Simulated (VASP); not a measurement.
Wanted: the native input for a VASP 6.6.1 run.

* Task: relaxation of shape and atoms at fixed volume
* Functional: LDA
* Potentials or basis: VASP PAW LDA potentials, release 64 (Sn_d, Se)
* Cutoff: 600 eV
* k mesh: 4 × 8 × 8
* Occupations: gaussian, width 0.03 eV
* Spin: no spin polarisation
* Further INCAR settings: ALGO = Normal; EDIFF = 1e-07; IBRION = 2; EDIFFG = -0.01; NSW = 40; ISIF = 4

The structure of SnSe lies in POSCAR:

```
SnSe                                    
1.0
   11.5352443744      0.0000000000      0.0000000000
    0.0000000000      4.1981192635     -0.0000000000
    0.0000000000     -0.0000000000      4.4022658191
  Sn              Se            
     4     4
Direct
     0.1170280971248635    0.2500000000000000    0.0923359957896487
     0.3829719028751365    0.7500000000000000    0.5923359957896486
     0.6170280971248636    0.2500000000000000    0.4076640042103513
     0.8829719028751364    0.7500000000000000    0.9076640042103514
     0.3576942589116968    0.2500000000000000    0.0229218848228403
     0.1423057410883030    0.7500000000000000    0.5229218848228402
     0.8576942589116973    0.2500000000000000    0.4770781151771598
     0.6423057410883027    0.7500000000000000    0.9770781151771598
```

The input as run:

INCAR

```
ALGO = Normal
EDIFF = 1E-7
EDIFFG = -0.01
ENCUT = 600
GGA = CA
IBRION = 2
ISIF = 4
ISMEAR = 0
KPAR = 2
LASPH = T
LCHARG = F
LREAL = F
LWAVE = F
NELM = 80
NSW = 40
PREC = Accurate
SIGMA = 0.03
```

KPOINTS

```
k-points
0
Gamma
  4 8 8
```

Potentials or basis: VASP PAW LDA potentials, release 64 (Sn_d, Se).

Command:

```bash
$ cat potpaw_LDA.64/Sn_d/POTCAR potpaw_LDA.64/Se/POTCAR > POTCAR
$ mpirun -np 2 vasp_std > vasp.out
```

It gave:

```json
{
 "Energy gained by relaxing": "5.8 meV/atom",
 "Ionic steps": "19",
 "Pressure after relaxing": "-1.9 GPa",
 "Largest force after relaxing": "0.006 eV/Å",
 "Band gap on the k mesh": "0.64 eV (least direct gap 0.84 eV)"
}
```

Caveat: spin-orbit coupling is left out, which moves the levels of the heavy elements.

Wall time 37 min on 2 MPI ranks on Intel(R) Xeon(R) 6975P-C (Granite Rapids), with other jobs on the host, peak memory 0.8 GiB a rank.
